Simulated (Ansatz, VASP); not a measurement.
# YHf2O2: VASP beside Ansatz

Contents of INCAR:

```
SYSTEM = YHf2O2
ALGO = Normal
EDIFF = 1E-6
EDIFFG = -0.01
ENCUT = 600
GGA = PE
IBRION = 2
ISIF = 3
ISMEAR = 0
LASPH = .TRUE.
LCHARG = .FALSE.
LREAL = .FALSE.
LWAVE = .FALSE.
NELM = 60
NSW = 100
PREC = Accurate
SIGMA = 0.1
```

Contents of KPOINTS:

```
k-points
0
G
  12 12 6
  0 0 0
```

Contents of POSCAR:

```
YHf2O2
1.0
    3.2577747114      0.0000000000      0.0000000000
   -1.6288873557      2.8213156599      0.0000000000
    0.0000000000      0.0000000000      8.1515716495
Y Hf O
1 2 2
Direct
    0.0000000000      0.0000000000      0.0000000000
    0.6666666667      0.3333333333      0.6531641308
    0.3333333333      0.6666666667      0.3468358692
    0.6666666667      0.3333333333      0.1711141057
    0.3333333333      0.6666666667      0.8288858943
```

Input for Ansatz:

```yaml
crystal:
  lattice:
    - [3.2577747114, 0.0, 0.0]
    - [-1.6288873557, 2.8213156599, 0.0]
    - [0.0, 0.0, 8.1515716495]
  atoms:
    - { symbol: "Y", position: [0.0, 0.0, 0.0] }
    - { symbol: Hf, position: [0.6666666667, 0.3333333333, 0.6531641308] }
    - { symbol: Hf, position: [0.3333333333, 0.6666666667, 0.3468358692] }
    - { symbol: O, position: [0.6666666667, 0.3333333333, 0.1711141057] }
    - { symbol: O, position: [0.3333333333, 0.6666666667, 0.8288858943] }
basis:
  ecutwfc: 420
kpoints:
  mp_grid: { grid: [12, 12, 6] }
hamiltonian:
  xc: pbe
scf:
  occupations: { method: gaussian, width: 0.1 }
output:
  forces: true
  stress: true
  eigenvalues: true
relax:
  adjacent_minimum: "off"
  f_tol: 0.01
  max_steps: 80
  cell: { stress_tol: 0.05 }
```

Change from the starting cell: species swapped into the EuMg2Bi2 type (P-3m1, No. 164).

Alike in both runs: task relaxation of cell and atoms; functional PBE; k mesh 12 × 12 × 6; occupations gaussian, width 0.1 eV; no spin polarisation.

```csv
,VASP,Ansatz
version,VASP 6.6.1,Ansatz 0.2.0
potentials or method,"VASP PAW PBE potentials, release 64 (Y_sv, Hf_pv, O), cutoff 600 eV","scalar-relativistic, plane waves, PAW"
valence electrons in the cell,43,75
```

Ansatz gave:

* gap on the k mesh at the Fermi level, each at its own relaxed structure (eV): none
* relaxed volume (Å³/atom): 15.01
* relaxed cell length with the largest relative difference (Å): 3.262

Estimate VASP's values.

gap on the k mesh at the Fermi level, each at its own relaxed structure (eV): none; relaxed volume (Å³/atom): 14.90; relaxed cell length with the largest relative difference (Å): 3.252.

A gap of «none» marks a metal or a gap that the smearing closes. VASP's potentials hold 43 valence electrons a cell and Ansatz's 75, so a difference there can come from the potentials and not from the codes.

Neither program's run includes spin-orbit coupling.
